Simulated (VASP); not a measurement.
# Ga3S2 (Pm-3m) in VASP: a series of runs

Runs on Ga3S2. Level: PBE. Tasks: relaxation of cell and atoms.

All numbers are computed with VASP 6.6.1; they aren't measurements. Logs are shortened: lines on timing, memory, paths and dates and some standing lists are left out, and cuts for length are marked.

## Step 1: The cell of the first run

It takes space group Pm-3m (No. 221, cubic). The conventional cell has a = 4.930 Å, b = 4.930 Å, c = 4.930 Å, α = 90.00°, β = 90.00°, γ = 90.00°. Ga (site symmetry 4/mmm) has 2 S at 2.46 Å within 3.3 Å. Within 3.3 Å of S (site symmetry m-3m) lie 6 Ga at 2.46 Å. Within 4.6 Å of S (site symmetry m-3m) lie 12 Ga at 3.49 Å and 8 S at 4.27 Å.

The cell was built from a structure type or drawn by symmetry, and may not be a known phase.

## Step 2: Relaxation of cell and atoms, PBE

The input, INCAR:

```
  PREC = Accurate
  ENCUT = 600
  EDIFF = 1E-6
  ISMEAR = 0
  SIGMA = 0.1
  LREAL = F
  LASPH = T
  NELM = 80
  ALGO = Normal
  ISIF = 3
  LWAVE = F
  LCHARG = F
  GGA = PE
  IBRION = 2
  NSW = 100
  EDIFFG = -0.01
```

The input, KPOINTS:

```
Automatic mesh
0
Gamma
  8 8 8
```

The input, POSCAR:

```
Ga3S2
1.0
    4.9298770308      0.0000000000      0.0000000000
    0.0000000000      4.9298770308      0.0000000000
    0.0000000000      0.0000000000      4.9298770308
Ga S
3 2
Direct
    0.0000000000      0.5000000000      0.5000000000
    0.5000000000      0.0000000000      0.5000000000
    0.5000000000      0.5000000000      0.0000000000
    0.5000000000      0.5000000000      0.5000000000
    0.0000000000      0.0000000000      0.0000000000
```

Potentials or basis: VASP PAW PBE potentials, release 64 (Ga_d, S).

Run with:

```bash
cat potpaw_PBE.64/Ga_d/POTCAR potpaw_PBE.64/S/POTCAR > POTCAR
mpirun -np 1 vasp_std > vasp.out
```

OUTCAR:

```text
PREC = Accurate
   ENCUT = 600
   EDIFF = 1E-6
   ISMEAR = 0
   LREAL = F
   LASPH = T
   NELM = 80
   ISIF = 3
   GGA = PE
   IBRION = 2
   NSW = 100
   EDIFFG = -0.01

 ion  position               nearest neighbor table
   1  0.000  0.500  0.500-   4 2.46   4 2.46
   2  0.500  0.000  0.500-   4 2.46   4 2.46
   3  0.500  0.500  0.000-   4 2.46   4 2.46
   4  0.500  0.500  0.500-   1 2.46   2 2.46   3 2.46   3 2.46   2 2.46   1 2.46
   5  0.000  0.000  0.000-

  LATTYP: Found a simple cubic cell.
 ALAT       =     4.9298770308

  Lattice vectors:

 A1 = (   4.9298770308,   0.0000000000,   0.0000000000)
 A2 = (   0.0000000000,   4.9298770308,   0.0000000000)
 A3 = (   0.0000000000,   0.0000000000,   4.9298770308)

Analysis of symmetry for initial positions (statically):
=====================================================================
 Subroutine PRICEL returns:
 Original cell was already a primitive cell.

 Routine SETGRP: Setting up the symmetry group for a
 simple cubic supercell.

 Subroutine GETGRP returns: Found 48 space group operations
 (whereof 48 operations were pure point group operations)
 out of a pool of 48 trial point group operations.

The static configuration has the point symmetry O_h .

Analysis of symmetry for dynamics (positions and initial velocities):
=====================================================================
 Subroutine PRICEL returns:
 Original cell was already a primitive cell.

 Routine SETGRP: Setting up the symmetry group for a
 simple cubic supercell.

 Subroutine GETGRP returns: Found 48 space group operations
 (whereof 48 operations were pure point group operations)
 out of a pool of 48 trial point group operations.

The dynamic configuration has the point symmetry O_h .

 Subroutine INISYM returns: Found 48 space group operations
 (whereof 48 operations are pure point group operations),
 and found     1 'primitive' translations

----------------------------------------------------------------------------------------

                                     Primitive cell

  volume of cell :     119.8142

  direct lattice vectors                    reciprocal lattice vectors
     4.929877031  0.000000000  0.000000000     0.202844816  0.000000000  0.000000000
     0.000000000  4.929877031  0.000000000     0.000000000  0.202844816  0.000000000
     0.000000000  0.000000000  4.929877031     0.000000000  0.000000000  0.202844816

  length of vectors
     4.929877031  4.929877031  4.929877031     0.202844816  0.202844816  0.202844816

  position of ions in fractional coordinates (direct lattice)
     0.000000000  0.500000000  0.500000000
     0.500000000  0.000000000  0.500000000
     0.500000000  0.500000000  0.000000000
     0.500000000  0.500000000  0.500000000
     0.000000000  0.000000000  0.000000000

  ion indices of the primitive-cell ions
   primitive index   ion index
                 1           1
                 2           2
                 3           3
                 4           4
                 5           5

----------------------------------------------------------------------------------------

 KPOINTS: Automatic mesh

Automatic generation of k-mesh.
 Grid dimensions read from file:
 generate k-points for:    8    8    8

 Generating k-lattice:

  Cartesian coordinates                     Fractional coordinates (reciprocal lattice)
     0.025355602  0.000000000  0.000000000     0.125000000  0.000000000  0.000000000
     0.000000000  0.025355602  0.000000000     0.000000000  0.125000000  0.000000000
     0.000000000  0.000000000  0.025355602     0.000000000  0.000000000  0.125000000

  Length of vectors
     0.025355602  0.025355602  0.025355602

  Shift w.r.t. Gamma in fractional coordinates (k-lattice)
     0.000000000  0.000000000  0.000000000

 Subroutine IBZKPT returns following result:
 ===========================================

 Found     35 irreducible k-points:

 Following reciprocal coordinates:
            Coordinates               Weight
  0.000000  0.000000  0.000000      1.000000
  0.125000  0.000000  0.000000      6.000000
  0.250000  0.000000  0.000000      6.000000
  0.375000  0.000000  0.000000      6.000000
  0.500000  0.000000  0.000000      3.000000
  0.125000  0.125000  0.000000     12.000000
[... 16 lines left out ...]
  0.375000  0.375000  0.125000     24.000000
  0.500000  0.375000  0.125000     24.000000
 [... further k-points ...]
   k-points           NKPTS =     35   k-points in BZ     NKDIM =     35   number of bands    NBANDS=     30
   number of dos      NEDOS =    301   number of ions     NIONS =      5
   total plane-waves  NPLWV =  64000
   dimension x,y,z NGX =    40 NGY =   40 NGZ =   40
   dimension x,y,z NGXF=    80 NGYF=   80 NGZF=   80
   ions per type =               3   2
   NGX,Y,Z   is equivalent  to a cutoff of  13.49, 13.49, 13.49 a.u.
   NGXF,Y,Z  is equivalent  to a cutoff of  26.98, 26.98, 26.98 a.u.
 SYSTEM =  unknown system
   PREC   = accura    normal or accurate (medium, high low for compatibility)
   ISTART =      0    job   : 0-new  1-cont  2-samecut
   ICHARG =      2    charge: 1-file 2-atom 10-const
   ISPIN  =      1    spin polarized calculation?
   LNONCOLLINEAR =      F non collinear calculations
   LSORBIT =      F    spin-orbit coupling
   LASPH  =      T    aspherical Exc in radial PAW
   ENCUT  =  600.0 eV  44.10 Ry    6.64 a.u.   9.85  9.85  9.85*2*pi/ulx,y,z
   NELM   =     80;   NELMIN=  2; NELMDL= -5     # of ELM steps
   EDIFF  = 0.1E-05   stopping-criterion for ELM
   LREAL  =      F    real-space projection
   EDIFFG = -.1E-01   stopping-criterion for IOM
   NSW    =    100    number of steps for IOM
   IBRION =      2    ionic relax: 0-MD 1-quasi-New 2-CG
   NFREE  =      1    steps in history (QN), initial steepest desc. (CG)
   ISIF   =      3    stress and relaxation
   ISYM   =      2    0-nonsym 1-usesym 2-fastsym
   POTIM  = 0.5000    time-step for ionic-motion
   TEBEG  =    0.0;   TEEND  =   0.0 temperature during run
   PSTRESS=    0.0 pullay stress
   NELECT =      51.0000    total number of electrons
   NUPDOWN=      -1.0000    fix difference up-down
   EMIN   =  10.00;   EMAX   =-10.00  energy-range for DOS
   EFERMI =   0.00;   METHOD = LEGACY
   ISMEAR =     0;   SIGMA  =   0.10  broadening in eV -4-tet -1-fermi 0-gaus
   EFERMI_NEDOS =   21; number of points for ismear=-14 and -15
   IALGO  =     38    algorithm
   IMIX   =      4    mixing-type and parameters
     AMIX     =   0.40;   BMIX     =  1.00
     AMIX_MAG =   1.60;   BMIX_MAG =  1.00
  volume/ion in A,a.u.               =      23.96       161.71
  Fermi-wavevector in a.u.,A,eV,Ry     =   1.231484  2.327167 20.633957  1.516553
  Thomas-Fermi vector in A             =   2.366292
   LORBIT       =      0    0 simple, 1 ext, 2 COOP (PROOUT), +10 PAW based schemes
   GGA     = PE    functional components
   LHFCALC =     F    Hartree Fock is set to
   AEXX    =    0.0000 exact exchange contribution
   IVDW    =     0    specifies the selected vdW correction
   LEPSILON=     F    determine dielectric tensor
   LRPA    =     F    only Hartree local field effects (RPA)
 conjugate gradient relaxation of ions
 non-spin polarized calculation
 Gauss-broadening in eV      SIGMA  =   0.10
  energy-cutoff  :      600.00
  volume of cell :      119.81
 maximum number of plane-waves:      4032
 NGX is ok and might be reduce to    40
   NGX = 19   NGY = 19   NGZ = 19

--------------------------------------- Ionic step        1  -------------------------------------------

 number of electron      50.9999946 magnetization

 Free energy of the ion-electron system (eV)
  ---------------------------------------------------
  ext. energy  EPLUGINS =         0.00000000
  ---------------------------------------------------
  free energy    TOTEN  =       -15.39734515 eV

  energy without entropy =      -15.37638450  energy(sigma->0) =      -15.38686482

------------------------ aborting loop because EDIFF is reached ----------------------------------------

  FORCE on cell =-STRESS in cart. coord.  units (eV):
  Direction    XX          YY          ZZ          XY          YZ          ZX
  --------------------------------------------------------------------------------------
  -------------------------------------------------------------------------------------
  Total        1.1197552      1.1197552      1.1197552     -0.0000000      0.0000000     -0.0000000
  in kB       14.9735716     14.9735716     14.9735716     -0.0000000      0.0000000     -0.0000000
  external PRESSURE =      14.9735716 kB  Pullay stress =       0.0000000 kB
[... 141 lines left out ...]
  energy  without entropy=      -15.4158631902  energy(sigma->0) =      -15.42488517

--------------------------------------- Ionic step        5  -------------------------------------------

 number of electron      51.0000052 magnetization

 Free energy of the ion-electron system (eV)
  ---------------------------------------------------
  ext. energy  EPLUGINS =         0.00000000
  ---------------------------------------------------
  free energy    TOTEN  =       -15.43400966 eV

  energy without entropy =      -15.41614486  energy(sigma->0) =      -15.42507726

 E-fermi :   2.9504     XC(G=0):  -9.0841

 val. band max:        2.9304274685   @ k =   0.3750   0.3750   0.1250
 cond. band min:       2.9522289069   @ k =   0.5000   0.3750   0.1250
 fundamental gap:      0.0218014384
 Fermi energy:         2.9504399296

 k-point     1 :       0.0000    0.0000    0.0000
  band No.  band energies     occupation
      1     -12.6305      2.00000
      2     -11.9369      2.00000
      3     -11.9369      2.00000
      4     -11.9369      2.00000
      5     -11.9340      2.00000
      6     -11.9340      2.00000
[... 781 lines left out ...]
     29       4.7624      0.00000
     30       6.2873      0.00000

 [... further k-points ...]

------------------------ aborting loop because EDIFF is reached ----------------------------------------

  FORCE on cell =-STRESS in cart. coord.  units (eV):
  Direction    XX          YY          ZZ          XY          YZ          ZX
  --------------------------------------------------------------------------------------
  -------------------------------------------------------------------------------------
  Total        0.0267680      0.0267680      0.0267680     -0.0000000     -0.0000000     -0.0000000
  in kB        0.3361345      0.3361345      0.3361345     -0.0000000     -0.0000000     -0.0000000
  external PRESSURE =       0.3361345 kB  Pullay stress =       0.0000000 kB
[... 20 lines left out ...]
  FREE ENERGIE OF THE ION-ELECTRON SYSTEM (eV)
  ---------------------------------------------------
  free  energy   TOTEN  =       -15.4340096570 eV

  energy  without entropy=      -15.4161448577  energy(sigma->0) =      -15.42507726

 reached required accuracy - stopping structural energy minimisation
```

Run time: 11 min. Hardware: 1 thread of Intel Xeon 8259CL, shared host; peak memory 0.33 GiB.

What came out:

```yaml
Free_energy: -15.4340 eV
Relaxed_volume: 25.52 Å³/atom
Relaxed_cell: a = 5.034 Å, b = 5.034 Å, c = 5.034 Å, α = 90.00°, β = 90.00°, γ = 90.00°
Space_group_after_relaxing_to_0.1_Å: Pm-3m (No. 221)
Energy_gained_by_relaxing: 7.3 meV/atom
Ionic_steps: 5
Pressure_after_relaxing: 0.0 GPa
Band_gap_on_the_k_mesh: zero (an odd number of electrons rules out a gap without spin polarisation)
```

Step by step:
| step | energy change (eV) | largest force (eV/Å) | pressure (GPa) | volume (Å³) |
| --- | --- | --- | --- | --- |
| 1 | 0.0000 | 0.0000 | 1.50 | 119.81 |
| 2 | -0.0271 | 0.0000 | 0.75 | 123.74 |
| 3 | -0.0367 | 0.0000 | -0.14 | 128.06 |
| 4 | -0.0366 | 0.0000 | 0.08 | 127.34 |
| 5 | -0.0367 | 0.0000 | 0.03 | 127.59 |

Final structure:
```cif
data_structure
_symmetry_space_group_name_H-M 'P 1'
_symmetry_Int_Tables_number 1
_cell_length_a 5.0343
_cell_length_b 5.0343
_cell_length_c 5.0343
_cell_angle_alpha 90.000
_cell_angle_beta 90.000
_cell_angle_gamma 90.000
_cell_volume 127.59
loop_
_atom_site_label
_atom_site_type_symbol
_atom_site_fract_x
_atom_site_fract_y
_atom_site_fract_z
_atom_site_occupancy
Ga1 Ga 0.00000 0.50000 0.50000 1
Ga2 Ga 0.50000 0.00000 0.50000 1
Ga3 Ga 0.50000 0.50000 0.00000 1
S1 S 0.50000 0.50000 0.50000 1
S2 S 0.00000 0.00000 0.00000 1
```

Levels at points of the mesh, in eV from the Fermi level:
```tsv
k point	band 22	band 23	band 24	band 25	band 26	band 27	band 28	band 29	band 30
(0.00, 0.00, 0.00)	-3.92	-3.92	-1.41	-1.41	-1.41	3.57	3.57	3.57	4.05
(0.50, 0.00, 0.00)	-3.75	-1.56	-1.56	-0.29	0.51	1.89	2.54	2.54	2.65
(0.50, 0.50, 0.00)	-1.68	-1.68	-1.22	-0.54	1.04	1.04	1.51	1.51	3.34
(0.50, 0.50, 0.50)	-2.77	-2.77	0.70	0.70	0.70	1.90	1.90	1.90	3.43
```

[end of part 1 of 2]
